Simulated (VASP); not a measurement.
# SnPt3 (Pm-3m) in VASP: a series of runs

Runs on SnPt3. Level: LDA. Tasks: electric field gradients.

All numbers are computed with VASP 6.6.1; they aren't measurements. Logs are shortened: lines on timing, memory, paths and dates and some standing lists are left out, and cuts for length are marked.

### Step 1. The cell of the first run

Symmetry: Pm-3m, No. 221, cubic system. Conventional cell: a = 3.918 Å, b = 3.918 Å, c = 3.918 Å, α = 90.00°, β = 90.00°, γ = 90.00°. Sn (site symmetry m-3m) has 12 Pt at 2.77 Å within 3.7 Å. Within 3.7 Å of Pt (site symmetry 4/mmm) lie 4 Sn at 2.77 Å and 8 Pt at 2.77 Å.

### Step 2. Electric field gradients, LDA (volume scaled by 0.94)

The input, INCAR:

```
SYSTEM = SnPt3
PREC = Accurate
ENCUT = 520
EDIFF = 1E-8
ISMEAR = -1
SIGMA = 0.05
LREAL = .FALSE.
LASPH = .TRUE.
NELM = 60
ALGO = Normal
ISIF = 2
LWAVE = .FALSE.
LCHARG = .FALSE.
LEFG = .TRUE.
NBANDS = 30
```

The input, KPOINTS:

```
regular mesh
0
G
  8 8 8
  0 0 0
```

The input, POSCAR:

```
SnPt3
1.0
    3.9183444349      0.0000000000      0.0000000000
    0.0000000000      3.9183444349      0.0000000000
    0.0000000000      0.0000000000      3.9183444349
Sn Pt
1 3
Direct
    0.0000000000      0.0000000000      0.0000000000
    0.0000000000      0.5000000000      0.5000000000
    0.5000000000      0.0000000000      0.5000000000
    0.5000000000      0.5000000000      0.0000000000
```

Potentials or basis: VASP PAW LDA potentials, release 64 (Sn_d, Pt).

Started as:

```sh
$ cat potpaw_LDA.64/Sn_d/POTCAR potpaw_LDA.64/Pt/POTCAR > POTCAR
$ mpirun -np 1 vasp_std > vasp.out
```

OUTCAR:

```text
SYSTEM = SnPt3
   PREC = Accurate
   ENCUT = 520
   EDIFF = 1E-8
   ISMEAR = -1
   LREAL = .FALSE.
   LASPH = .TRUE.
   NELM = 60
   ISIF = 2

 ion  position               nearest neighbor table
   1  0.000  0.000  0.000-   2 2.77   3 2.77   4 2.77   2 2.77   3 2.77   2 2.77   4 2.77   2 2.77
                             3 2.77   4 2.77   3 2.77   4 2.77
   2  0.000  0.500  0.500-   1 2.77   3 2.77   4 2.77   1 2.77   4 2.77   1 2.77   3 2.77   1 2.77
                             3 2.77   4 2.77   4 2.77   3 2.77
   3  0.500  0.000  0.500-   1 2.77   2 2.77   4 2.77   1 2.77   4 2.77   2 2.77   4 2.77   4 2.77
                             1 2.77   2 2.77   1 2.77   2 2.77
   4  0.500  0.500  0.000-   1 2.77   2 2.77   3 2.77   2 2.77   3 2.77   1 2.77   3 2.77   3 2.77
                             1 2.77   2 2.77   2 2.77   1 2.77

  LATTYP: Found a simple cubic cell.
 ALAT       =     3.9183444349

  Lattice vectors:

 A1 = (   3.9183444349,   0.0000000000,   0.0000000000)
 A2 = (   0.0000000000,   3.9183444349,   0.0000000000)
 A3 = (   0.0000000000,   0.0000000000,   3.9183444349)

Analysis of symmetry for initial positions (statically):
=====================================================================
 Subroutine PRICEL returns:
 Original cell was already a primitive cell.

 Routine SETGRP: Setting up the symmetry group for a
 simple cubic supercell.

 Subroutine GETGRP returns: Found 48 space group operations
 (whereof 48 operations were pure point group operations)
 out of a pool of 48 trial point group operations.

The static configuration has the point symmetry O_h .

Analysis of symmetry for dynamics (positions and initial velocities):
=====================================================================
 Subroutine PRICEL returns:
 Original cell was already a primitive cell.

 Routine SETGRP: Setting up the symmetry group for a
 simple cubic supercell.

 Subroutine GETGRP returns: Found 48 space group operations
 (whereof 48 operations were pure point group operations)
 out of a pool of 48 trial point group operations.

The dynamic configuration has the point symmetry O_h .

 Subroutine INISYM returns: Found 48 space group operations
 (whereof 48 operations are pure point group operations),
 and found     1 'primitive' translations

----------------------------------------------------------------------------------------

                                     Primitive cell

  volume of cell :      60.1600

  direct lattice vectors                    reciprocal lattice vectors
     3.918344435  0.000000000  0.000000000     0.255209826  0.000000000  0.000000000
     0.000000000  3.918344435  0.000000000     0.000000000  0.255209826  0.000000000
     0.000000000  0.000000000  3.918344435     0.000000000  0.000000000  0.255209826

  length of vectors
     3.918344435  3.918344435  3.918344435     0.255209826  0.255209826  0.255209826

  position of ions in fractional coordinates (direct lattice)
     0.000000000  0.000000000  0.000000000
     0.000000000  0.500000000  0.500000000
     0.500000000  0.000000000  0.500000000
     0.500000000  0.500000000  0.000000000

  ion indices of the primitive-cell ions
   primitive index   ion index
                 1           1
                 2           2
                 3           3
                 4           4

----------------------------------------------------------------------------------------

 KPOINTS: regular mesh

Automatic generation of k-mesh.
 Grid dimensions read from file:
 generate k-points for:    8    8    8

 Generating k-lattice:

  Cartesian coordinates                     Fractional coordinates (reciprocal lattice)
     0.031901228  0.000000000  0.000000000     0.125000000  0.000000000  0.000000000
     0.000000000  0.031901228  0.000000000     0.000000000  0.125000000  0.000000000
     0.000000000  0.000000000  0.031901228     0.000000000  0.000000000  0.125000000

  Length of vectors
     0.031901228  0.031901228  0.031901228
[... 43 lines left out ...]
   NGXF,Y,Z  is equivalent  to a cutoff of  25.46, 25.46, 25.46 a.u.
 SYSTEM =  SnPt3
   PREC   = accura    normal or accurate (medium, high low for compatibility)
   ISTART =      0    job   : 0-new  1-cont  2-samecut
   ICHARG =      2    charge: 1-file 2-atom 10-const
   ISPIN  =      1    spin polarized calculation?
   LNONCOLLINEAR =      F non collinear calculations
   LSORBIT =      F    spin-orbit coupling
   LASPH  =      T    aspherical Exc in radial PAW
   ENCUT  =  520.0 eV  38.22 Ry    6.18 a.u.   7.29  7.29  7.29*2*pi/ulx,y,z
   NELM   =     60;   NELMIN=  2; NELMDL= -5     # of ELM steps
   EDIFF  = 0.1E-07   stopping-criterion for ELM
   LREAL  =      F    real-space projection
   EDIFFG = 0.1E-06   stopping-criterion for IOM
   NSW    =      0    number of steps for IOM
   IBRION =     -1    ionic relax: 0-MD 1-quasi-New 2-CG
   NFREE  =      0    steps in history (QN), initial steepest desc. (CG)
   ISIF   =      2    stress and relaxation
   ISYM   =      2    0-nonsym 1-usesym 2-fastsym
   POTIM  = 0.5000    time-step for ionic-motion
   TEBEG  =    0.0;   TEEND  =   0.0 temperature during run
   PSTRESS=    0.0 pullay stress
   NELECT =      44.0000    total number of electrons
   NUPDOWN=      -1.0000    fix difference up-down
   EMIN   =  10.00;   EMAX   =-10.00  energy-range for DOS
   EFERMI =   0.00;   METHOD = LEGACY
   ISMEAR =    -1;   SIGMA  =   0.05  broadening in eV -4-tet -1-fermi 0-gaus
   EFERMI_NEDOS =   21; number of points for ismear=-14 and -15
   IALGO  =     38    algorithm
   IMIX   =      4    mixing-type and parameters
     AMIX     =   0.40;   BMIX     =  1.00
     AMIX_MAG =   1.60;   BMIX_MAG =  1.00
  volume/ion in A,a.u.               =      15.04       101.49
  Fermi-wavevector in a.u.,A,eV,Ry     =   1.474992  2.787331 29.600870  2.175603
  Thomas-Fermi vector in A             =   2.589696
   LORBIT       =      0    0 simple, 1 ext, 2 COOP (PROOUT), +10 PAW based schemes
   GGA     = CA    functional components
   LHFCALC =     F    Hartree Fock is set to
   AEXX    =    0.0000 exact exchange contribution
   IVDW    =     0    specifies the selected vdW correction
   LEPSILON=     F    determine dielectric tensor
   LRPA    =     F    only Hartree local field effects (RPA)
 non-spin polarized calculation
  energy-cutoff  :      520.00
  volume of cell :       60.16
 maximum number of plane-waves:      1647
 NGX is ok and might be reduce to    30
   NGX = 15   NGY = 15   NGZ = 15

 number of electron      43.9999992 magnetization

 Free energy of the ion-electron system (eV)
  ---------------------------------------------------
  ext. energy  EPLUGINS =         0.00000000
  ---------------------------------------------------
  free energy    TOTEN  =       -28.45922779 eV

  energy without entropy =      -28.44936756  energy(sigma->0) =      -28.45429768

 E-fermi :  13.0256     XC(G=0): -13.6854

 val. band max:       12.9919651385   @ k =   0.1250   0.1250   0.1250
 cond. band min:      13.0740739367   @ k =   0.3750   0.3750   0.3750
 fundamental gap:      0.0821087982
 Fermi energy:        13.0255870008

 k-point     1 :       0.0000    0.0000    0.0000
  band No.  band energies     occupation
      1      -9.0432      2.00000
      2      -9.0432      2.00000
      3      -9.0237      2.00000
      4      -9.0237      2.00000
      5      -9.0237      2.00000
      6       0.2632      2.00000
[... 781 lines left out ...]
     29      21.9878      0.00000
     30      23.5023      0.00000

 [... further k-points ...]

------------------------ aborting loop because EDIFF is reached ----------------------------------------

  FORCE on cell =-STRESS in cart. coord.  units (eV):
  Direction    XX          YY          ZZ          XY          YZ          ZX
  --------------------------------------------------------------------------------------
  -------------------------------------------------------------------------------------
  Total        5.2328990      5.2328990      5.2328990     -0.0000000     -0.0000000      0.0000000
  in kB      139.3622363    139.3622363    139.3622363     -0.0000000     -0.0000000      0.0000000
  external PRESSURE =     139.3622363 kB  Pullay stress =       0.0000000 kB

 VOLUME and BASIS-vectors are now :
 -----------------------------------------------------------------------------
  energy-cutoff  :      520.00
  volume of cell :       60.16
      direct lattice vectors                 reciprocal lattice vectors
     3.918344435  0.000000000  0.000000000     0.255209826  0.000000000  0.000000000
     0.000000000  3.918344435  0.000000000     0.000000000  0.255209826  0.000000000
     0.000000000  0.000000000  3.918344435     0.000000000  0.000000000  0.255209826

 POSITION                                       TOTAL-FORCE (eV/Angst)
 -----------------------------------------------------------------------------------
      0.00000      0.00000      0.00000         0.000000      0.000000      0.000000
      0.00000      1.95917      1.95917         0.000000      0.000000      0.000000
      1.95917      0.00000      1.95917         0.000000      0.000000      0.000000
      1.95917      1.95917      0.00000         0.000000      0.000000      0.000000
 -----------------------------------------------------------------------------------
    total drift:                                0.000000      0.000000     -0.000000

  FREE ENERGIE OF THE ION-ELECTRON SYSTEM (eV)
  ---------------------------------------------------
  free  energy   TOTEN  =       -28.4592277917 eV

  energy  without entropy=      -28.4493675599  energy(sigma->0) =      -28.45429768

 Electric field gradients (V/A^2)
---------------------------------------------------------------------
 ion       V_xx      V_yy      V_zz      V_xy      V_xz      V_yz
---------------------------------------------------------------------
   1       0.000     0.000     0.000     0.000    -0.000    -0.000
   2    -159.410    79.705    79.705     0.000     0.000    -0.000
   3      79.705  -159.410    79.705    -0.000    -0.000     0.000
   4      79.705    79.705  -159.410    -0.000    -0.000     0.000
---------------------------------------------------------------------

 Electric field gradients after diagonalization (V/A^2)
 (convention: |V_zz| > |V_xx| > |V_yy|)
----------------------------------------------------------------------
 ion       V_xx      V_yy      V_zz     asymmetry (V_yy - V_xx)/ V_zz
----------------------------------------------------------------------
   1       0.000     0.000     0.000      -0.006
   2      79.705    79.705  -159.410       0.000
   3      79.705    79.705  -159.410       0.000
   4      79.705    79.705  -159.410       0.000
----------------------------------------------------------------------

           NMR quadrupolar parameters

 Cq : quadrupolar parameter    Cq=e*Q*V_zz/h
 eta: asymmetry parameters     (V_yy - V_xx)/ V_zz
 Q  : nuclear electric quadrupole moment in mb (millibarn)
----------------------------------------------------------------------
 ion       Cq(MHz)       eta       Q (mb)
----------------------------------------------------------------------
   1       0.000      -0.006       1.000
   2      -0.385       0.000       1.000
   3      -0.385       0.000       1.000
   4      -0.385       0.000       1.000
----------------------------------------------------------------------
```

Wall time 22 s (1 thread of Intel Xeon 6975P-C (Granite Rapids), shared host); peak memory 0.18 GiB.

What came out:

```yaml
Free_energy: -28.4592 eV
Pressure: 13.9 GPa
Band_gap_on_the_k_mesh: zero (band 22 reaches 13.22 eV, above the bottom of band 23 at 12.71 eV)
```

Levels at points of the mesh, in eV from the Fermi level:
| k point | band 20 | band 21 | band 22 | band 23 | band 24 | band 25 |
| --- | --- | --- | --- | --- | --- | --- |
| (0.00, 0.00, 0.00) | -1.33 | -0.41 | 0.19 | 0.19 | 0.19 | 3.41 |
| (0.50, 0.00, 0.00) | -2.61 | -1.22 | 0.19 | 2.03 | 4.10 | 4.10 |
| (0.50, 0.50, 0.00) | -2.30 | -2.12 | -1.69 | 1.03 | 1.03 | 5.33 |
| (0.50, 0.50, 0.50) | -2.29 | -1.00 | -0.32 | -0.32 | -0.32 | 1.19 |

Electric field gradients, principal values (V/Å²):
| atom | least | middle | greatest (by size) |
| --- | --- | --- | --- |
| 1 Sn | 0.000 | 0.000 | 0.000 |
| 2 Pt | 79.705 | 79.705 | -159.410 |
| 3 Pt | 79.705 | 79.705 | -159.410 |
| 4 Pt | 79.705 | 79.705 | -159.410 |

Caveat: without QUAD_EFG the Cq values of the log hold for a quadrupole moment of 1 mb, not for the nuclei; spin-orbit coupling is left out, which moves the levels of the heavy elements.

(Part 1 of 3 ends here.)
